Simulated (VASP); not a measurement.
# C (Fd-3m) in VASP: single point with r2SCAN

Aim: the single point of C with r2SCAN.

All numbers are computed with VASP 6.6.1; they aren't measurements. Logs are shortened: lines on timing, memory, paths and dates and some standing lists are left out, and cuts for length are marked.

### Step 1. The cell of the first run

The structure is cubic, space group Fd-3m (No. 227). Conventional cell: a = 3.567 Å, b = 3.567 Å, c = 3.567 Å, α = 90.00°, β = 90.00°, γ = 90.00°. C (site symmetry -43m) has 4 C at 1.54 Å within 2.1 Å.

### Step 2. Single point, r2SCAN

The input, POSCAR:

```
C
1.0
    0.0000000000      1.7833700000      1.7833700000
    1.7833700000      0.0000000000      1.7833700000
    1.7833700000      1.7833700000      0.0000000000
C
2
Direct
    0.0000000000      0.0000000000      0.0000000000
    0.2500000000      0.2500000000      0.2500000000
```

The input, INCAR.step1:

```
SYSTEM = C
PREC = Accurate
ENCUT = 660
ISMEAR = -1
SIGMA = 0.1
LREAL = .FALSE.
LASPH = .TRUE.
NELM = 120
NBANDS = 11
GGA = PE
ALGO = Normal
EDIFF = 1E-5
LWAVE = .TRUE.
LCHARG = .FALSE.
GGA_COMPAT = .FALSE.
```

The input, INCAR.step2:

```
SYSTEM = C
PREC = Accurate
ENCUT = 660
EDIFF = 1E-6
ISMEAR = -1
SIGMA = 0.1
LREAL = .FALSE.
LASPH = .TRUE.
NELM = 120
ALGO = Normal
ISIF = 2
LWAVE = .FALSE.
LCHARG = .TRUE.
METAGGA = R2SCAN
LMIXTAU = .TRUE.
LELF = .TRUE.
LVHAR = .TRUE.
NBANDS = 11
ISTART = 1
GGA_COMPAT = .FALSE.
```

The input, KPOINTS:

```
Automatic mesh
0
G
  8 8 8
  0 0 0
```

Potentials or basis: VASP PAW PBE potentials, release 64 (C).

The run is started by

```console
$ cat potpaw_PBE.64/C/POTCAR > POTCAR
$ cp INCAR.step1 INCAR
$ mpirun -np 1 vasp_std > vasp.out
$ cp INCAR.step2 INCAR
$ mpirun -np 1 vasp_std > vasp.out
```

OUTCAR:

```text
SYSTEM = C
   PREC = Accurate
   ENCUT = 660
   EDIFF = 1E-6
   ISMEAR = -1
   LREAL = .FALSE.
   LASPH = .TRUE.
   NELM = 120
   ISIF = 2
   METAGGA = R2SCAN
   ISTART = 1

 ion  position               nearest neighbor table
   1  0.000  0.000  0.000-   2 1.54   2 1.54   2 1.54   2 1.54
   2  0.250  0.250  0.250-   1 1.54   1 1.54   1 1.54   1 1.54

  LATTYP: Found a face centered cubic cell.
 ALAT       =     3.5667400000

  Lattice vectors:

 A1 = (   0.0000000000,   1.7833700000,   1.7833700000)
 A2 = (   1.7833700000,   0.0000000000,   1.7833700000)
 A3 = (   1.7833700000,   1.7833700000,   0.0000000000)

Analysis of symmetry for initial positions (statically):
=====================================================================
 Subroutine PRICEL returns:
 Original cell was already a primitive cell.

 Routine SETGRP: Setting up the symmetry group for a
 face centered cubic supercell.

 Subroutine GETGRP returns: Found 48 space group operations
 (whereof 24 operations were pure point group operations)
 out of a pool of 48 trial point group operations.

The static configuration has the point symmetry T_d .
 The point group associated with its full space group is O_h .

Analysis of symmetry for dynamics (positions and initial velocities):
=====================================================================
 Subroutine PRICEL returns:
 Original cell was already a primitive cell.

 Routine SETGRP: Setting up the symmetry group for a
 face centered cubic supercell.

 Subroutine GETGRP returns: Found 48 space group operations
 (whereof 24 operations were pure point group operations)
 out of a pool of 48 trial point group operations.

The dynamic configuration has the point symmetry T_d .
 The point group associated with its full space group is O_h .

 Subroutine INISYM returns: Found 48 space group operations
 (whereof 24 operations are pure point group operations),
 and found     1 'primitive' translations

----------------------------------------------------------------------------------------

                                     Primitive cell

  volume of cell :      11.3437

  direct lattice vectors                    reciprocal lattice vectors
     0.000000000  1.783370000  1.783370000    -0.280368067  0.280368067  0.280368067
     1.783370000  0.000000000  1.783370000     0.280368067 -0.280368067  0.280368067
     1.783370000  1.783370000  0.000000000     0.280368067  0.280368067 -0.280368067

  length of vectors
     2.522066041  2.522066041  2.522066041     0.485611737  0.485611737  0.485611737

  position of ions in fractional coordinates (direct lattice)
     0.000000000  0.000000000  0.000000000
     0.250000000  0.250000000  0.250000000

  ion indices of the primitive-cell ions
   primitive index   ion index
                 1           1
                 2           2

----------------------------------------------------------------------------------------

 KPOINTS: Automatic mesh

Automatic generation of k-mesh.
 Grid dimensions read from file:
 generate k-points for:    8    8    8

 Generating k-lattice:

  Cartesian coordinates                     Fractional coordinates (reciprocal lattice)
    -0.035046008  0.035046008  0.035046008     0.125000000  0.000000000  0.000000000
     0.035046008 -0.035046008  0.035046008     0.000000000  0.125000000  0.000000000
     0.035046008  0.035046008 -0.035046008     0.000000000  0.000000000  0.125000000

  Length of vectors
     0.060701467  0.060701467  0.060701467

  Shift w.r.t. Gamma in fractional coordinates (k-lattice)
     0.000000000  0.000000000  0.000000000

 Subroutine IBZKPT returns following result:
 ===========================================

 Found     29 irreducible k-points:

 Following reciprocal coordinates:
            Coordinates               Weight
  0.000000  0.000000  0.000000      1.000000
  0.125000  0.000000  0.000000      8.000000
  0.250000  0.000000  0.000000      8.000000
  0.375000  0.000000  0.000000      8.000000
  0.500000  0.000000  0.000000      4.000000
  0.125000  0.125000  0.000000      6.000000
[... 16 lines left out ...]
  0.500000  0.250000  0.125000     48.000000
 -0.375000  0.250000  0.125000     24.000000
 [... further k-points ...]
   k-points           NKPTS =     29   k-points in BZ     NKDIM =     29   number of bands    NBANDS=     11
   number of dos      NEDOS =    301   number of ions     NIONS =      2
   total plane-waves  NPLWV =  13824
   dimension x,y,z NGX =    24 NGY =   24 NGZ =   24
   dimension x,y,z NGXF=    48 NGYF=   48 NGZF=   48
   ions per type =               2
   NGX,Y,Z   is equivalent  to a cutoff of  15.82, 15.82, 15.82 a.u.
   NGXF,Y,Z  is equivalent  to a cutoff of  31.64, 31.64, 31.64 a.u.
 SYSTEM =  C
   PREC   = accura    normal or accurate (medium, high low for compatibility)
   ISTART =      1    job   : 0-new  1-cont  2-samecut
   ICHARG =      0    charge: 1-file 2-atom 10-const
   ISPIN  =      1    spin polarized calculation?
   LNONCOLLINEAR =      F non collinear calculations
   LSORBIT =      F    spin-orbit coupling
   LASPH  =      T    aspherical Exc in radial PAW
   ENCUT  =  660.0 eV  48.51 Ry    6.96 a.u.   5.28  5.28  5.28*2*pi/ulx,y,z
   NELM   =    120;   NELMIN=  2; NELMDL=  0     # of ELM steps
   EDIFF  = 0.1E-05   stopping-criterion for ELM
   LREAL  =      F    real-space projection
   EDIFFG = 0.1E-04   stopping-criterion for IOM
   NSW    =      0    number of steps for IOM
   IBRION =     -1    ionic relax: 0-MD 1-quasi-New 2-CG
   NFREE  =      0    steps in history (QN), initial steepest desc. (CG)
   ISIF   =      2    stress and relaxation
   ISYM   =      2    0-nonsym 1-usesym 2-fastsym
   POTIM  = 0.5000    time-step for ionic-motion
   TEBEG  =    0.0;   TEEND  =   0.0 temperature during run
   PSTRESS=    0.0 pullay stress
   NELECT =       8.0000    total number of electrons
   NUPDOWN=      -1.0000    fix difference up-down
   EMIN   =  10.00;   EMAX   =-10.00  energy-range for DOS
   EFERMI =   0.00;   METHOD = LEGACY
   ISMEAR =    -1;   SIGMA  =   0.10  broadening in eV -4-tet -1-fermi 0-gaus
   EFERMI_NEDOS =   21; number of points for ismear=-14 and -15
   IALGO  =     38    algorithm
   IMIX   =      4    mixing-type and parameters
     AMIX     =   0.40;   BMIX     =  1.00
     AMIX_MAG =   1.60;   BMIX_MAG =  1.00
  volume/ion in A,a.u.               =       5.67        38.28
  Fermi-wavevector in a.u.,A,eV,Ry     =   1.457203  2.753714 28.891161  2.123440
  Thomas-Fermi vector in A             =   2.574032
   LORBIT       =      0    0 simple, 1 ext, 2 COOP (PROOUT), +10 PAW based schemes
   METAGGA = R2SCAN    functional components
   LHFCALC =     F    Hartree Fock is set to
   AEXX    =    0.0000 exact exchange contribution
   IVDW    =     0    specifies the selected vdW correction
   LEPSILON=     F    determine dielectric tensor
   LRPA    =     F    only Hartree local field effects (RPA)
 non-spin polarized calculation
  energy-cutoff  :      660.00
  volume of cell :       11.34
 maximum number of plane-waves:       445
 NGX is ok and might be reduce to    24
   NGX = 11   NGY = 11   NGZ = 11

 number of electron       8.0000000 magnetization

 Free energy of the ion-electron system (eV)
  ---------------------------------------------------
  ext. energy  EPLUGINS =         0.00000000
  ---------------------------------------------------
  free energy    TOTEN  =       -19.66823965 eV

  energy without entropy =      -19.66823965  energy(sigma->0) =      -19.66823965

 E-fermi :  11.7469     XC(G=0): -14.2567

 val. band max:        9.7102035467   @ k =   0.0000   0.0000   0.0000
 cond. band min:      14.0371306215   @ k =   0.3750   0.3750   0.0000
 fundamental gap:      4.3269270748
 Fermi energy:        11.7469142745

 k-point     1 :       0.0000    0.0000    0.0000
  band No.  band energies     occupation
      1     -12.9835      2.00000
      2       9.7102      2.00000
      3       9.7102      2.00000
      4       9.7102      2.00000
      5      15.5461      0.00000
      6      15.5461      0.00000
      7      15.5461      0.00000
      8      23.5270      0.00000
      9      30.1081      0.00000
     10      37.0995      0.00000
     11      37.0995      0.00000

 k-point     2 :       0.1250    0.0000    0.0000
  band No.  band energies     occupation
      1     -12.5325      2.00000
      2       7.1255      2.00000
      3       9.0133      2.00000
      4       9.0133      2.00000
      5      16.4632      0.00000
      6      16.4632      0.00000
      7      16.9144      0.00000
      8      23.9820      0.00000
      9      30.8068      0.00000
     10      34.0939      0.00000
     11      34.0939      0.00000

 k-point     3 :       0.2500    0.0000    0.0000
  band No.  band energies     occupation
      1     -11.1941      2.00000
      2       2.7047      2.00000
      3       7.8509      2.00000
      4       7.8509      2.00000
      5      17.8883      0.00000
      6      17.8883      0.00000
      7      18.1928      0.00000
      8      25.1363      0.00000
      9      31.6057      0.00000
     10      33.0038      0.00000
     11      33.0038      0.00000

 k-point     4 :       0.3750    0.0000    0.0000
  band No.  band energies     occupation
      1      -9.0478      2.00000
      2      -1.5784      2.00000
      3       7.0214      2.00000
      4       7.0214      2.00000
      5      18.5128      0.00000
      6      18.5128      0.00000
      7      18.7048      0.00000
      8      26.1341      0.00000
      9      32.0737      0.00000
     10      34.7719      0.00000
     11      34.7719      0.00000

 k-point     5 :       0.5000    0.0000    0.0000
  band No.  band energies     occupation
      1      -7.0386      2.00000
      2      -4.3346      2.00000
      3       6.7327      2.00000
      4       6.7327      2.00000
      5      18.5862      0.00000
      6      18.5862      0.00000
      7      18.8373      0.00000
      8      26.4069      0.00000
      9      32.9133      0.00000
     10      35.1947      0.00000
     11      36.9081      0.00000
[... 211 lines left out ...]
 k-point    21 :       0.5000    0.5000    0.0000
  band No.  band energies     occupation
      1      -3.8768      2.00000
      2      -3.8768      2.00000
      3       3.0512      2.00000
      4       3.0512      2.00000
      5      14.7101      0.00000
      6      14.7101      0.00000
      7      27.5802      0.00000
      8      27.5802      0.00000
      9      34.3224      0.00000
     10      34.3224      0.00000
     11      43.5486      0.00000

 k-point    22 :       0.3750    0.2500    0.1250
  band No.  band energies     occupation
      1     -10.0191      2.00000
      2       2.7482      2.00000
      3       3.8962      2.00000
      4       6.6346      2.00000
      5      16.6004      0.00000
      6      20.2789      0.00000
      7      21.9431      0.00000
      8      22.0243      0.00000
      9      31.3691      0.00000
     10      32.5961      0.00000
     11      36.5774      0.00000

 k-point    23 :       0.5000    0.2500    0.1250
  band No.  band energies     occupation
      1      -7.9139      2.00000
      2      -0.7366      2.00000
      3       3.0496      2.00000
      4       5.3860      2.00000
      5      18.0870      0.00000
      6      19.8392      0.00000
      7      22.7137      0.00000
      8      23.8182      0.00000
      9      31.0716      0.00000
     10      33.1887      0.00000
     11      37.1743      0.00000

 k-point    24 :      -0.3750    0.2500    0.1250
  band No.  band energies     occupation
      1      -5.9698      2.00000
      2      -3.3102      2.00000
      3       3.0004      2.00000
      4       4.7564      2.00000
      5      18.4776      0.00000
      6      19.5805      0.00000
      7      23.4398      0.00000
      8      25.4513      0.00000
      9      29.0450      0.00000
     10      35.0197      0.00000
     11      37.3191      0.00000

 [... further k-points ...]
[... 5 lines left out ...]
  --------------------------------------------------------------------------------------
  -------------------------------------------------------------------------------------
  Total       -0.1624659     -0.1624659     -0.1624659      0.0000000      0.0000000     -0.0000000
  in kB      -22.9466035    -22.9466035    -22.9466035      0.0000000      0.0000000     -0.0000000
  external PRESSURE =     -22.9466035 kB  Pullay stress =       0.0000000 kB

 VOLUME and BASIS-vectors are now :
 -----------------------------------------------------------------------------
  energy-cutoff  :      660.00
  volume of cell :       11.34
      direct lattice vectors                 reciprocal lattice vectors
     0.000000000  1.783370000  1.783370000    -0.280368067  0.280368067  0.280368067
     1.783370000  0.000000000  1.783370000     0.280368067 -0.280368067  0.280368067
     1.783370000  1.783370000  0.000000000     0.280368067  0.280368067 -0.280368067

 POSITION                                       TOTAL-FORCE (eV/Angst)
 -----------------------------------------------------------------------------------
      0.00000      0.00000      0.00000        -0.000000     -0.000000     -0.000000
      0.89168      0.89168      0.89168         0.000000      0.000000      0.000000
 -----------------------------------------------------------------------------------
    total drift:                               -0.000000      0.000000      0.000000

  FREE ENERGIE OF THE ION-ELECTRON SYSTEM (eV)
  ---------------------------------------------------
  free  energy   TOTEN  =       -19.6682396546 eV

  energy  without entropy=      -19.6682396546  energy(sigma->0) =      -19.66823965
```

It took 16 s on 1 thread of Intel Xeon Platinum 8375C at 2.90GHz (Ice Lake), shared host; peak memory 0.13 GiB.

What came out:

```
Free energy            : -19.6682 eV
Pressure               : -2.3 GPa
Band gap on the k mesh : 4.33 eV, indirect (least direct gap 5.84 eV)
```

Levels at points of the mesh, in eV from the valence-band top:
| k point | band 1 | band 2 | band 3 | band 4 | band 5 | band 6 | band 7 | band 8 |
| --- | --- | --- | --- | --- | --- | --- | --- | --- |
| (0.00, 0.00, 0.00) | -22.69 | 0.00 | 0.00 | 0.00 | 5.84 | 5.84 | 5.84 | 13.82 |
| (0.50, 0.00, 0.00) | -16.75 | -14.04 | -2.98 | -2.98 | 8.88 | 8.88 | 9.13 | 16.70 |
| (0.50, 0.50, 0.00) | -13.59 | -13.59 | -6.66 | -6.66 | 5.00 | 5.00 | 17.87 | 17.87 |

Caveat: the PAW data sets were made with another functional, which shifts forces and pressure a little.
